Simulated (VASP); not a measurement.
# SnS2 (P-3m1) in VASP: single point with HSE06

Aim: the single point of SnS2 with HSE06.

Everything below comes from runs of VASP 6.6.1. Logs are shortened: lines on timing, memory, paths and dates and some standing lists are left out, and cuts for length are marked.

## Step 1: The cell of the first run

It takes space group P-3m1 (No. 164, trigonal). The conventional cell has a = 3.661 Å, b = 3.661 Å, c = 5.962 Å, α = 90.00°, β = 90.00°, γ = 120.00°. Sn (site symmetry -3m) has 6 S at 2.57 Å within 3.4 Å. S (site symmetry 3m) has 3 Sn at 2.57 Å within 3.4 Å.

## Step 2: Single point, HSE06

Input file POSCAR:

```
SnS2
1.0
    3.6607574677      0.0000000000      0.0000000000
   -1.8303787338      3.1703089641      0.0000000000
    0.0000000000      0.0000000000      5.9618049167
Sn S
1 2
Direct
    0.0000000000      0.0000000000      0.0000000000
    0.3333333333      0.6666666667      0.2455903392
    0.6666666667      0.3333333333      0.7544096608
```

Input file INCAR.step1:

```
PREC = Accurate
ENCUT = 400
EDIFF = 1E-5
ISMEAR = 0
SIGMA = 0.01
LREAL = False
LASPH = True
NELM = 120
ALGO = Normal
ISIF = 2
LWAVE = True
LCHARG = False
GGA = PE
NBANDS = 20
GGA_COMPAT = False
KPAR = 4
```

Input file INCAR.step2:

```
PREC = Accurate
ENCUT = 400
EDIFF = 1E-6
ISMEAR = 0
SIGMA = 0.01
LREAL = False
LASPH = True
NELM = 120
ALGO = Normal
ISIF = 2
LWAVE = False
LCHARG = False
GGA = PE
LHFCALC = True
HFSCREEN = 0.2079
PRECFOCK = Normal
ISTART = 1
NBANDS = 20
GGA_COMPAT = False
KPAR = 4
```

Input file KPOINTS:

```
Automatic mesh
0
Gamma
  6 6 4
```

Potentials or basis: VASP PAW PBE potentials, release 64 (Sn_d, S).

Launch:

```console
$ cat potpaw_PBE.64/Sn_d/POTCAR potpaw_PBE.64/S/POTCAR > POTCAR
$ cp INCAR.step1 INCAR
$ mpirun -np 4 vasp_std > vasp.out
$ cp INCAR.step2 INCAR
$ mpirun -np 4 vasp_std > vasp.out
```

OUTCAR:

```text
PREC = Accurate
   ENCUT = 400
   EDIFF = 1E-6
   ISMEAR = 0
   LREAL = False
   LASPH = True
   NELM = 120
   ISIF = 2
   GGA = PE
   LHFCALC = True
   HFSCREEN = 0.2079
   PRECFOCK = Normal
   ISTART = 1

 ion  position               nearest neighbor table
   1  0.000  0.000  0.000-   2 2.57   3 2.57   2 2.57   3 2.57   3 2.57   2 2.57
   2  0.333  0.667  0.246-   1 2.57   1 2.57   1 2.57
   3  0.667  0.333  0.754-   1 2.57   1 2.57   1 2.57

  LATTYP: Found a hexagonal cell.
 ALAT       =     3.6607574677
 C/A-ratio  =     1.6285714007

  Lattice vectors:

 A1 = (   3.6607574677,   0.0000000000,   0.0000000000)
 A2 = (  -1.8303787338,   3.1703089641,   0.0000000000)
 A3 = (   0.0000000000,   0.0000000000,   5.9618049167)

Analysis of symmetry for initial positions (statically):
=====================================================================
 Subroutine PRICEL returns:
 Original cell was already a primitive cell.

 Routine SETGRP: Setting up the symmetry group for a
 hexagonal supercell.

 Subroutine GETGRP returns: Found 12 space group operations
 (whereof 12 operations were pure point group operations)
 out of a pool of 24 trial point group operations.

The static configuration has the point symmetry D_3d.

Analysis of symmetry for dynamics (positions and initial velocities):
=====================================================================
 Subroutine PRICEL returns:
 Original cell was already a primitive cell.

 Routine SETGRP: Setting up the symmetry group for a
 hexagonal supercell.

 Subroutine GETGRP returns: Found 12 space group operations
 (whereof 12 operations were pure point group operations)
 out of a pool of 24 trial point group operations.

The dynamic configuration has the point symmetry D_3d.

 Subroutine INISYM returns: Found 12 space group operations
 (whereof 12 operations are pure point group operations),
 and found     1 'primitive' translations

----------------------------------------------------------------------------------------

                                     Primitive cell

  volume of cell :      69.1911

  direct lattice vectors                    reciprocal lattice vectors
[... 88 lines left out ...]
   EDIFF  = 0.1E-05   stopping-criterion for ELM
   LREAL  =      F    real-space projection
   EDIFFG = 0.1E-04   stopping-criterion for IOM
   NSW    =      0    number of steps for IOM
   IBRION =     -1    ionic relax: 0-MD 1-quasi-New 2-CG
   NFREE  =      0    steps in history (QN), initial steepest desc. (CG)
   ISIF   =      2    stress and relaxation
   ISYM   =      3    0-nonsym 1-usesym 2-fastsym
   POTIM  = 0.5000    time-step for ionic-motion
   TEBEG  =    0.0;   TEEND  =   0.0 temperature during run
   PSTRESS=    0.0 pullay stress
   NELECT =      26.0000    total number of electrons
   NUPDOWN=      -1.0000    fix difference up-down
   EMIN   =  10.00;   EMAX   =-10.00  energy-range for DOS
   EFERMI =   0.00;   METHOD = LEGACY
   ISMEAR =     0;   SIGMA  =   0.01  broadening in eV -4-tet -1-fermi 0-gaus
   EFERMI_NEDOS =   21; number of points for ismear=-14 and -15
   IALGO  =     38    algorithm
   IMIX   =      1    mixing-type and parameters
     AMIX     =   0.40;   BMIX     =  1.00
     AMIX_MAG =   1.60;   BMIX_MAG =  1.00
  volume/ion in A,a.u.               =      23.06       155.64
  Fermi-wavevector in a.u.,A,eV,Ry     =   1.181361  2.232448 18.988468  1.395613
  Thomas-Fermi vector in A             =   2.317636
   LORBIT       =      0    0 simple, 1 ext, 2 COOP (PROOUT), +10 PAW based schemes
   GGA     = PE    functional components
   LHFCALC =     T    Hartree Fock is set to
   PRECFOCK=normal    Normal, Fast or Accurate (Low or Medium for compatibility)
   ENCUT4O =  -1.0   cutoff for four orbital integrals eV
   NKREDX  =     1    reduce k-point grid by
   NKREDY  =     1    reduce k-point grid by
   NKREDZ  =     1    reduce k-point grid by
   AEXX    =    0.2500 exact exchange contribution
   HFSCREEN=    0.2079 screening length (either q_TF or 0.3 A-1)
   HFSCREENC=   0.2079 screening length for correlation (either q_TF or 0.3 A-1)
   ENCUTFOCK=  -1.0 apply spherical cutoff to Coloumb kernel
   IVDW    =     0    specifies the selected vdW correction
   LEPSILON=     F    determine dielectric tensor
   LRPA    =     F    only Hartree local field effects (RPA)
 non-spin polarized calculation
 Gauss-broadening in eV      SIGMA  =   0.01
  energy-cutoff  :      400.00
  volume of cell :       69.19
 maximum number of plane-waves:      1272
  NGX = 18; NGY = 18; NGZ = 30

 number of electron      26.0000001 magnetization

 Free energy of the ion-electron system (eV)
  ---------------------------------------------------
  ext. energy  EPLUGINS =         0.00000000
  ---------------------------------------------------
  free energy    TOTEN  =       -16.19005635 eV

  energy without entropy =      -16.19005635  energy(sigma->0) =      -16.19005635

 E-fermi :   3.8966     XC(G=0):  -7.8964

 val. band max:        3.7670452185   @ k =   0.0000   0.0000   0.0000
 cond. band min:       6.1631670351   @ k =   0.5000  -0.0000   0.2500
 fundamental gap:      2.3961218166
 Fermi energy:         3.8966171622

 k-point     1 :       0.0000    0.0000    0.0000
  band No.  band energies     occupation
      1     -19.0279      2.00000
      2     -19.0279      2.00000
      3     -18.9666      2.00000
      4     -18.9407      2.00000
      5     -18.9407      2.00000
      6     -11.2526      2.00000
[... 541 lines left out ...]
     19      14.5622      0.00000
     20      14.6375      0.00000

------------------------ aborting loop because EDIFF is reached ----------------------------------------

  FORCE on cell =-STRESS in cart. coord.  units (eV):
  Direction    XX          YY          ZZ          XY          YZ          ZX
  --------------------------------------------------------------------------------------
  -------------------------------------------------------------------------------------
  Total       -0.1258608     -0.1258608     -0.0978812     -0.0000000      0.0000000      0.0000000
  in kB       -2.9144100     -2.9144100     -2.2665207     -0.0000000      0.0000000      0.0000000
  external PRESSURE =      -2.6984469 kB  Pullay stress =       0.0000000 kB

 VOLUME and BASIS-vectors are now :
 -----------------------------------------------------------------------------
  energy-cutoff  :      400.00
  volume of cell :       69.19
      direct lattice vectors                 reciprocal lattice vectors
     3.660757468  0.000000000  0.000000000     0.273167509  0.157713335  0.000000000
    -1.830378734  3.170308964  0.000000000     0.000000000  0.315426670  0.000000000
     0.000000000  0.000000000  5.961804917     0.000000000  0.000000000  0.167734438

 POSITION                                       TOTAL-FORCE (eV/Angst)
 -----------------------------------------------------------------------------------
      0.00000      0.00000      0.00000         0.000000      0.000000      0.000000
     -0.00000      2.11354      1.46416         0.000000      0.000000     -0.272504
      1.83038      1.05677      4.49764        -0.000000     -0.000000      0.272504
 -----------------------------------------------------------------------------------
    total drift:                               -0.000000      0.000000      0.000002

  FREE ENERGIE OF THE ION-ELECTRON SYSTEM (eV)
  ---------------------------------------------------
  free  energy   TOTEN  =       -16.1900563541 eV

  energy  without entropy=      -16.1900563541  energy(sigma->0) =      -16.19005635
```

It took 21 min on 4 MPI ranks of Intel Xeon Platinum 8259CL at 2.50GHz (Skylake/Cascade Lake), shared host; peak memory 0.27 GiB.

What came out:

- Free energy: -16.1901 eV
- Pressure: -0.3 GPa
- Largest force: 0.273 eV/Å
- Band gap on the k mesh: 2.40 eV (least direct gap 2.76 eV)

Forces on the atoms (eV/Å):
```
Sn   0.000  0.000  0.000
S    0.000  0.000 -0.273
S    0.000  0.000  0.273
```

Levels at points of the mesh, in eV from the valence-band top:
```tsv
k point	band 11	band 12	band 13	band 14	band 15	band 16
(0.00, 0.00, 0.00)	-0.26	-0.26	0.00	2.96	4.67	6.59
(0.50, 0.00, 0.00)	-2.65	-0.92	-0.21	2.59	5.59	7.08
(0.00, 0.00, 0.50)	-0.68	-0.14	-0.14	4.08	4.74	6.34
(0.50, 0.00, 0.50)	-1.91	-0.68	-0.53	2.42	5.80	6.77
```

Caveat: the PAW data sets were made with another functional, which shifts forces and pressure a little; spin-orbit coupling is left out, which moves the levels of the heavy elements; this functional lacks dispersion, which binds layers or chains, so the pressure and a relaxed spacing across them are unreliable. A k mesh can miss the band edges.
